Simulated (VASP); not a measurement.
Wanted: the native input for a VASP 6.6.1 run.

- Task: single point
- Functional: RPBE
- Potentials or basis: VASP PAW PBE potentials, release 64 (Ta_pv)
- Cutoff: 520 eV
- k mesh: 14 × 14 × 7
- Occupations: fermi-dirac, width 0.1 eV
- Spin: no spin polarisation
- Dipole correction: no
- Further INCAR settings: ALGO = Normal; EDIFF = 1e-06; NBANDS = 18

The structure of Ta lies in POSCAR:

```
Ta
1.0
    2.9932777025      0.0000000000      0.0000000000
   -1.4966388513      2.5922545309      0.0000000000
    0.0000000000      0.0000000000      5.3096156839
Ta
2
Direct
    0.3333333333      0.6666666667      0.2500000000
    0.6666666667      0.3333333333      0.7500000000
```

This cell differs from its parent crystal: volume scaled by 1.08.

These files were run (other wordings do the same):

INCAR

```
PREC = Accurate
ENCUT = 520
EDIFF = 1E-6
ISMEAR = -1
SIGMA = 0.1
LREAL = F
LASPH = T
NELM = 100
ALGO = Normal
ISIF = 2
LWAVE = F
LCHARG = F
GGA = RP
NBANDS = 18
```

KPOINTS

```
Automatic mesh
0
Gamma
  14 14 7
```

Potentials or basis: VASP PAW PBE potentials, release 64 (Ta_pv).

Launch:

```bash
$ cat potpaw_PBE.64/Ta_pv/POTCAR > POTCAR
$ mpirun -np 1 vasp_std > vasp.out
```

It gave:

```
Pressure               : -11.9 GPa
Band gap on the k mesh : zero (band 11 reaches 5.81 eV, above the bottom of band 12 at 4.30 eV)
```

Caveat: the PAW data sets were made with another functional, which shifts forces and pressure a little; spin-orbit coupling is left out, which moves the levels of the heavy elements.

Wall time 28 s on 1 thread of AMD EPYC 9R45 96-Core Processor (Zen 5), with other jobs on the host, peak memory 0.17 GiB.
